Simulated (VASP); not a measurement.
# Ti3Se (Pm-3m) in VASP: notebook

The runs below take Ti3Se through single point, relaxation of cell and atoms, with r2SCAN.

Everything below comes from runs of VASP 6.6.1. Logs are shortened: lines on timing, memory, paths and dates and some standing lists are left out, and cuts for length are marked.

## (1) The cell of the first run

Symmetry: Pm-3m, No. 221, cubic system. Conventional cell: a = 3.974 Å, b = 3.974 Å, c = 3.974 Å, α = 90.00°, β = 90.00°, γ = 90.00°. Within 3.7 Å of Ti (site symmetry 4/mmm) lie 8 Ti at 2.81 Å and 4 Se at 2.81 Å. Se (site symmetry m-3m) has 12 Ti at 2.81 Å within 3.7 Å.

## (2) Single point, r2SCAN

The input, POSCAR:

```
Ti3Se
1.0
    3.9737152317      0.0000000000      0.0000000000
    0.0000000000      3.9737152317      0.0000000000
    0.0000000000      0.0000000000      3.9737152317
Ti Se
3 1
Direct
    0.0000000000      0.5000000000      0.5000000000
    0.5000000000      0.0000000000      0.5000000000
    0.5000000000      0.5000000000      0.0000000000
    0.0000000000      0.0000000000      0.0000000000
```

The input, INCAR.step1:

```
ALGO     = Normal         # electronic algorithm
EDIFF    = 1E-4           # SCF threshold, eV
ENCUT    = 520            # plane-wave cutoff, eV
GGA      = PE             # functional
ISMEAR   = 0              # smearing method
LASPH    = T              # aspherical terms in the spheres
LCHARG   = F              # write CHGCAR
LREAL    = F              # projectors in reciprocal space
LWAVE    = T              # write WAVECAR
NBANDS   = 29             # bands
NELM     = 80             # most SCF steps
PREC     = Accurate       # precision mode
SIGMA    = 0.1            # smearing width, eV
```

The input, INCAR.step2:

```
ALGO     = Normal         # electronic algorithm
EDIFF    = 1E-7           # SCF threshold, eV
ENCUT    = 520            # plane-wave cutoff, eV
ISIF     = 2              # what is computed and relaxed
ISMEAR   = 0              # smearing method
ISTART   = 1            
LASPH    = T              # aspherical terms in the spheres
LCHARG   = F              # write CHGCAR
LMIXTAU  = T            
LREAL    = F              # projectors in reciprocal space
LWAVE    = F              # write WAVECAR
METAGGA  = R2SCAN         # meta-GGA
NBANDS   = 29             # bands
NELM     = 80             # most SCF steps
PREC     = Accurate       # precision mode
SIGMA    = 0.1            # smearing width, eV
```

The input, KPOINTS:

```
k-points
0
Gamma
  4 4 4
```

Potentials or basis: VASP PAW PBE potentials, release 64 (Ti_sv, Se).

Run with:

```sh
> cat potpaw_PBE.64/Ti_sv/POTCAR potpaw_PBE.64/Se/POTCAR > POTCAR
> cp INCAR.step1 INCAR
> mpirun -np 1 vasp_std > vasp.out
> cp INCAR.step2 INCAR
> mpirun -np 1 vasp_std > vasp.out
```

OUTCAR:

```text
EDIFF = 1E-7
   ENCUT = 520
   ISIF = 2
   ISMEAR = 0
   ISTART = 1
   LASPH = T
   LREAL = F
   METAGGA = R2SCAN
   NELM = 80
   PREC = Accurate

 ion  position               nearest neighbor table
   1  0.000  0.500  0.500-   2 2.81   3 2.81   4 2.81   3 2.81   4 2.81   2 2.81   4 2.81   4 2.81
                             2 2.81   3 2.81   3 2.81   2 2.81
   2  0.500  0.000  0.500-   1 2.81   3 2.81   4 2.81   3 2.81   4 2.81   1 2.81   3 2.81   3 2.81
                             1 2.81   4 2.81   4 2.81   1 2.81
   3  0.500  0.500  0.000-   1 2.81   2 2.81   4 2.81   1 2.81   2 2.81   2 2.81   4 2.81   2 2.81
                             1 2.81   4 2.81   1 2.81   4 2.81
   4  0.000  0.000  0.000-   1 2.81   2 2.81   3 2.81   1 2.81   2 2.81   1 2.81   3 2.81   1 2.81
                             2 2.81   3 2.81   2 2.81   3 2.81

  LATTYP: Found a simple cubic cell.
 ALAT       =     3.9737152317

  Lattice vectors:

 A1 = (   3.9737152317,   0.0000000000,   0.0000000000)
 A2 = (   0.0000000000,   3.9737152317,   0.0000000000)
 A3 = (   0.0000000000,   0.0000000000,   3.9737152317)

Analysis of symmetry for initial positions (statically):
=====================================================================
 Subroutine PRICEL returns:
 Original cell was already a primitive cell.

 Routine SETGRP: Setting up the symmetry group for a
 simple cubic supercell.

 Subroutine GETGRP returns: Found 48 space group operations
 (whereof 48 operations were pure point group operations)
 out of a pool of 48 trial point group operations.

The static configuration has the point symmetry O_h .

Analysis of symmetry for dynamics (positions and initial velocities):
=====================================================================
 Subroutine PRICEL returns:
 Original cell was already a primitive cell.

 Routine SETGRP: Setting up the symmetry group for a
 simple cubic supercell.

 Subroutine GETGRP returns: Found 48 space group operations
 (whereof 48 operations were pure point group operations)
 out of a pool of 48 trial point group operations.

The dynamic configuration has the point symmetry O_h .

 Subroutine INISYM returns: Found 48 space group operations
 (whereof 48 operations are pure point group operations),
 and found     1 'primitive' translations

----------------------------------------------------------------------------------------

                                     Primitive cell

  volume of cell :      62.7466

  direct lattice vectors                    reciprocal lattice vectors
     3.973715232  0.000000000  0.000000000     0.251653665  0.000000000  0.000000000
     0.000000000  3.973715232  0.000000000     0.000000000  0.251653665  0.000000000
     0.000000000  0.000000000  3.973715232     0.000000000  0.000000000  0.251653665

  length of vectors
     3.973715232  3.973715232  3.973715232     0.251653665  0.251653665  0.251653665

  position of ions in fractional coordinates (direct lattice)
     0.000000000  0.500000000  0.500000000
     0.500000000  0.000000000  0.500000000
     0.500000000  0.500000000  0.000000000
     0.000000000  0.000000000  0.000000000

  ion indices of the primitive-cell ions
   primitive index   ion index
                 1           1
                 2           2
                 3           3
                 4           4

----------------------------------------------------------------------------------------

 KPOINTS: k-points

Automatic generation of k-mesh.
 Grid dimensions read from file:
 generate k-points for:    4    4    4

 Generating k-lattice:

  Cartesian coordinates                     Fractional coordinates (reciprocal lattice)
     0.062913416  0.000000000  0.000000000     0.250000000  0.000000000  0.000000000
     0.000000000  0.062913416  0.000000000     0.000000000  0.250000000  0.000000000
     0.000000000  0.000000000  0.062913416     0.000000000  0.000000000  0.250000000

  Length of vectors
     0.062913416  0.062913416  0.062913416

  Shift w.r.t. Gamma in fractional coordinates (k-lattice)
     0.000000000  0.000000000  0.000000000

 Subroutine IBZKPT returns following result:
 ===========================================

 Found     10 irreducible k-points:

 Following reciprocal coordinates:
            Coordinates               Weight
  0.000000  0.000000  0.000000      1.000000
  0.250000  0.000000  0.000000      6.000000
  0.500000  0.000000  0.000000      3.000000
  0.250000  0.250000  0.000000     12.000000
  0.500000  0.250000  0.000000     12.000000
  0.500000  0.500000  0.000000      3.000000
  0.250000  0.250000  0.250000      8.000000
  0.500000  0.250000  0.250000     12.000000
  0.500000  0.500000  0.250000      6.000000
  0.500000  0.500000  0.500000      1.000000
   k-points           NKPTS =     10   k-points in BZ     NKDIM =     10   number of bands    NBANDS=     29
   number of dos      NEDOS =    301   number of ions     NIONS =      4
   total plane-waves  NPLWV =  27000
   dimension x,y,z NGX =    30 NGY =   30 NGZ =   30
   dimension x,y,z NGXF=    60 NGYF=   60 NGZF=   60
   ions per type =               3   1
   NGX,Y,Z   is equivalent  to a cutoff of  12.55, 12.55, 12.55 a.u.
   NGXF,Y,Z  is equivalent  to a cutoff of  25.10, 25.10, 25.10 a.u.
 SYSTEM =  unknown system
   PREC   = accura    normal or accurate (medium, high low for compatibility)
   ISTART =      1    job   : 0-new  1-cont  2-samecut
   ICHARG =      0    charge: 1-file 2-atom 10-const
   ISPIN  =      1    spin polarized calculation?
   LNONCOLLINEAR =      F non collinear calculations
   LSORBIT =      F    spin-orbit coupling
   LASPH  =      T    aspherical Exc in radial PAW
   ENCUT  =  520.0 eV  38.22 Ry    6.18 a.u.   7.39  7.39  7.39*2*pi/ulx,y,z
   NELM   =     80;   NELMIN=  2; NELMDL=  0     # of ELM steps
   EDIFF  = 0.1E-06   stopping-criterion for ELM
   LREAL  =      F    real-space projection
   EDIFFG = 0.1E-05   stopping-criterion for IOM
   NSW    =      0    number of steps for IOM
   IBRION =     -1    ionic relax: 0-MD 1-quasi-New 2-CG
   NFREE  =      0    steps in history (QN), initial steepest desc. (CG)
   ISIF   =      2    stress and relaxation
   ISYM   =      2    0-nonsym 1-usesym 2-fastsym
   POTIM  = 0.5000    time-step for ionic-motion
   TEBEG  =    0.0;   TEEND  =   0.0 temperature during run
   PSTRESS=    0.0 pullay stress
   NELECT =      42.0000    total number of electrons
   NUPDOWN=      -1.0000    fix difference up-down
   EMIN   =  10.00;   EMAX   =-10.00  energy-range for DOS
   EFERMI =   0.00;   METHOD = LEGACY
   ISMEAR =     0;   SIGMA  =   0.10  broadening in eV -4-tet -1-fermi 0-gaus
   EFERMI_NEDOS =   21; number of points for ismear=-14 and -15
   IALGO  =     38    algorithm
   IMIX   =      4    mixing-type and parameters
     AMIX     =   0.40;   BMIX     =  1.00
     AMIX_MAG =   1.60;   BMIX_MAG =  1.00
  volume/ion in A,a.u.               =      15.69       105.86
  Fermi-wavevector in a.u.,A,eV,Ry     =   1.432060  2.706201 27.902768  2.050796
  Thomas-Fermi vector in A             =   2.551729
   LORBIT       =      0    0 simple, 1 ext, 2 COOP (PROOUT), +10 PAW based schemes
   METAGGA = R2SCAN    functional components
   LHFCALC =     F    Hartree Fock is set to
   AEXX    =    0.0000 exact exchange contribution
   IVDW    =     0    specifies the selected vdW correction
   LEPSILON=     F    determine dielectric tensor
   LRPA    =     F    only Hartree local field effects (RPA)
 non-spin polarized calculation
 Gauss-broadening in eV      SIGMA  =   0.10
  energy-cutoff  :      520.00
  volume of cell :       62.75
 maximum number of plane-waves:      1743
 NGX is ok and might be reduce to    30
   NGX = 15   NGY = 15   NGZ = 15

 number of electron      41.9999986 magnetization

 Free energy of the ion-electron system (eV)
  ---------------------------------------------------
  ext. energy  EPLUGINS =         0.00000000
  ---------------------------------------------------
  free energy    TOTEN  =       -54.73153057 eV

  energy without entropy =      -54.72251808  energy(sigma->0) =      -54.72702432

 E-fermi :   9.9093     XC(G=0): -12.7800

 val. band max:        9.7521698681   @ k =   0.5000   0.5000   0.2500
 cond. band min:       9.9855830414   @ k =   0.5000   0.2500   0.2500
 fundamental gap:      0.2334131733
 Fermi energy:         9.9093225183

 k-point     1 :       0.0000    0.0000    0.0000
  band No.  band energies     occupation
      1     -49.1197      2.00000
      2     -48.9228      2.00000
      3     -48.9228      2.00000
      4     -24.6246      2.00000
      5     -24.6246      2.00000
      6     -24.6246      2.00000
[... 21 lines left out ...]
     28      13.3197      0.00000
     29      13.6593      0.00000

 k-point     2 :       0.2500    0.0000    0.0000
  band No.  band energies     occupation
      1     -49.0945      2.00000
      2     -48.9478      2.00000
      3     -48.9224      2.00000
      4     -24.5716      2.00000
      5     -24.5716      2.00000
      6     -24.5579      2.00000
[... 21 lines left out ...]
     28      12.9938      0.00000
     29      12.9941      0.00000

 k-point     3 :       0.5000    0.0000    0.0000
  band No.  band energies     occupation
      1     -49.0538      2.00000
      2     -48.9884      2.00000
      3     -48.9220      2.00000
      4     -24.4929      2.00000
      5     -24.4929      2.00000
      6     -24.4588      2.00000
[... 21 lines left out ...]
     28      12.0255      0.00000
     29      13.3591      0.00000

 k-point     4 :       0.2500    0.2500    0.0000
  band No.  band energies     occupation
      1     -49.0722      2.00000
      2     -48.9552      2.00000
      3     -48.9366      2.00000
      4     -24.6151      2.00000
      5     -24.5193      2.00000
      6     -24.4603      2.00000
[... 21 lines left out ...]
     28      12.7670      0.00000
     29      12.9767      0.00000

 k-point     5 :       0.5000    0.2500    0.0000
  band No.  band energies     occupation
      1     -49.0343      2.00000
      2     -48.9879      2.00000
      3     -48.9411      2.00000
      4     -24.5976      2.00000
      5     -24.4731      2.00000
      6     -24.4389      2.00000
[... 21 lines left out ...]
     28      12.5544      0.00000
     29      12.7774      0.00000

 k-point     6 :       0.5000    0.5000    0.0000
  band No.  band energies     occupation
      1     -48.9875      2.00000
      2     -48.9874      2.00000
      3     -48.9874      2.00000
      4     -24.6808      2.00000
      5     -24.3953      2.00000
      6     -24.3838      2.00000
[... 21 lines left out ...]
     28      12.4328      0.00000
     29      12.5507      0.00000

 k-point     7 :       0.2500    0.2500    0.2500
  band No.  band energies     occupation
      1     -49.0534      2.00000
      2     -48.9548      2.00000
      3     -48.9548      2.00000
      4     -24.6527      2.00000
      5     -24.5250      2.00000
      6     -24.5250      2.00000
[... 21 lines left out ...]
     28      12.2240      0.00000
     29      13.2035      0.00000

 k-point     8 :       0.5000    0.2500    0.2500
  band No.  band energies     occupation
      1     -49.0203      2.00000
      2     -48.9874      2.00000
      3     -48.9544      2.00000
      4     -24.6078      2.00000
      5     -24.5904      2.00000
      6     -24.5687      2.00000
[... 21 lines left out ...]
     28      12.3754      0.00000
     29      12.7734      0.00000

 k-point     9 :       0.5000    0.5000    0.2500
  band No.  band energies     occupation
      1     -48.9869      2.00000
      2     -48.9869      2.00000
      3     -48.9869      2.00000
      4     -24.6766      2.00000
      5     -24.5840      2.00000
      6     -24.5840      2.00000
[... 21 lines left out ...]
     28      11.9968      0.00000
     29      12.3744      0.00000

 k-point    10 :       0.5000    0.5000    0.5000
  band No.  band energies     occupation
      1     -48.9864      2.00000
      2     -48.9864      2.00000
      3     -48.9864      2.00000
      4     -24.6764      2.00000
      5     -24.6723      2.00000
      6     -24.6723      2.00000
[... 21 lines left out ...]
     28      12.2113      0.00000
     29      12.2113      0.00000

------------------------ aborting loop because EDIFF is reached ----------------------------------------

  FORCE on cell =-STRESS in cart. coord.  units (eV):
  Direction    XX          YY          ZZ          XY          YZ          ZX
  --------------------------------------------------------------------------------------
  -------------------------------------------------------------------------------------
  Total        0.1676702      0.1676702      0.1676702     -0.0000000     -0.0000000     -0.0000000
  in kB        4.2813059      4.2813059      4.2813059     -0.0000000     -0.0000000     -0.0000000
  external PRESSURE =       4.2813059 kB  Pullay stress =       0.0000000 kB

 VOLUME and BASIS-vectors are now :
 -----------------------------------------------------------------------------
  energy-cutoff  :      520.00
  volume of cell :       62.75
      direct lattice vectors                 reciprocal lattice vectors
     3.973715232  0.000000000  0.000000000     0.251653665  0.000000000  0.000000000
     0.000000000  3.973715232  0.000000000     0.000000000  0.251653665  0.000000000
     0.000000000  0.000000000  3.973715232     0.000000000  0.000000000  0.251653665

 POSITION                                       TOTAL-FORCE (eV/Angst)
 -----------------------------------------------------------------------------------
      0.00000      1.98686      1.98686         0.000000      0.000000      0.000000
      1.98686      0.00000      1.98686         0.000000      0.000000      0.000000
      1.98686      1.98686      0.00000         0.000000      0.000000      0.000000
      0.00000      0.00000      0.00000         0.000000      0.000000      0.000000
 -----------------------------------------------------------------------------------
    total drift:                                0.000000      0.000000     -0.000000

  FREE ENERGIE OF THE ION-ELECTRON SYSTEM (eV)
  ---------------------------------------------------
  free  energy   TOTEN  =       -54.7315305663 eV

  energy  without entropy=      -54.7225180785  energy(sigma->0) =      -54.72702432
```

It took 53 s on 1 thread of Intel Xeon 6975P-C (Granite Rapids), shared host; peak memory 0.17 GiB.

What came out:

| Property | Result |
| --- | --- |
| Free energy | -54.7315 eV |
| Pressure | 0.4 GPa |
| Band gap on the k mesh | zero (band 21 reaches 10.35 eV, above the bottom of band 22 at 8.13 eV) |

Caveat: the k points lie up to 0.40 Å⁻¹ apart; the PAW data sets were made with another functional, which shifts forces and pressure a little.

## (3) Single point, r2SCAN, collinear spin, ferromagnetic start

This run uses another cell than the first one, of 17.40 Å³/atom, 1.109 times its volume.

The input, POSCAR:

```
Ti3Se
1.0
    4.1132981672      0.0000000000      0.0000000000
    0.0000000000      4.1132981672      0.0000000000
    0.0000000000      0.0000000000      4.1132981672
Ti Se
3 1
Direct
    0.0000000000      0.5000000000      0.5000000000
    0.5000000000      0.0000000000      0.5000000000
    0.5000000000      0.5000000000      0.0000000000
    0.0000000000      0.0000000000      0.0000000000
```

The input, INCAR.step1:

```
SYSTEM = Ti3Se
  ALGO = Normal
  EDIFF = 1E-4
  ENCUT = 520
  GGA = PE
  ISMEAR = 0
  ISPIN = 2
  LASPH = .True.
  LCHARG = .False.
  LMAXMIX = 4
  LREAL = .False.
  LWAVE = .True.
  MAGMOM = 1 1 1 0
  NBANDS = 33
  NELM = 150
  PREC = Accurate
  SIGMA = 0.1
```

The input, INCAR.step2:

```
SYSTEM = Ti3Se
  ALGO = Normal
  EDIFF = 1E-6
  ENCUT = 520
  ISIF = 2
  ISMEAR = 0
  ISPIN = 2
  ISTART = 1
  LASPH = .True.
  LCHARG = .False.
  LMAXMIX = 4
  LMIXTAU = .True.
  LORBIT = 11
  LREAL = .False.
  LWAVE = .False.
  MAGMOM = 1 1 1 0
  METAGGA = R2SCAN
  NBANDS = 33
  NELM = 150
  PREC = Accurate
  SIGMA = 0.1
```

The input, KPOINTS:

```
k-points
0
Gamma
  4 4 4
  0 0 0
```

Potentials or basis: VASP PAW PBE potentials, release 64 (Ti_sv, Se).

Run with:

```sh
> cat potpaw_PBE.64/Ti_sv/POTCAR potpaw_PBE.64/Se/POTCAR > POTCAR
> cp INCAR.step1 INCAR
> mpirun -np 1 vasp_std > vasp.out
> cp INCAR.step2 INCAR
> mpirun -np 1 vasp_std > vasp.out
```

Wall time 56 s (1 thread of Intel Xeon 6975P-C (Granite Rapids), shared host); peak memory 0.23 GiB.

It converged, with:

```
Free energy                                           : -54.4995 eV
Pressure                                              : -10.5 GPa
Band gap on the k mesh                                : zero (filled and empty bands overlap)
Net moment                                            : 0.00 μB per cell
Valence electrons inside the program's atomic spheres : Ti 10.24; Se 3.85
```

Levels at points of the mesh, in eV from the Fermi level:
Spin up:
```
           k point  band 16  band 17  band 18  band 19  band 20  band 21  band 22  band 23  band 24  band 25
(0.00, 0.00, 0.00)    -4.41    -4.08    -2.34    -2.34    -1.52    -1.52    -1.52     0.29     1.58     1.58
(0.50, 0.00, 0.00)    -4.98    -2.39    -1.02    -0.92     0.06     0.06     0.29     0.41     0.71     1.24
(0.50, 0.50, 0.00)    -5.20    -2.04    -0.68    -0.56    -0.56     0.24     0.24     1.26     1.33     1.45
(0.50, 0.50, 0.50)    -5.72    -2.48    -2.48    -2.48     0.34     0.41     0.41     0.41     0.89     1.70
```
Spin down:
```csv
k point,band 17,band 18,band 19,band 20,band 21,band 22,band 23,band 24
"(0.00, 0.00, 0.00)",-4.08,-2.34,-2.34,-1.52,-1.52,-1.52,0.29,1.58
"(0.50, 0.00, 0.00)",-2.39,-1.02,-0.92,0.06,0.06,0.29,0.41,0.71
"(0.50, 0.50, 0.00)",-2.04,-0.68,-0.56,-0.56,0.24,0.24,1.26,1.33
"(0.50, 0.50, 0.50)",-2.48,-2.48,-2.48,0.34,0.41,0.41,0.41,0.89
```

Caveat: the k points lie up to 0.38 Å⁻¹ apart; the PAW data sets were made with another functional, which shifts forces and pressure a little.

(Continued in part 2 of 2.)
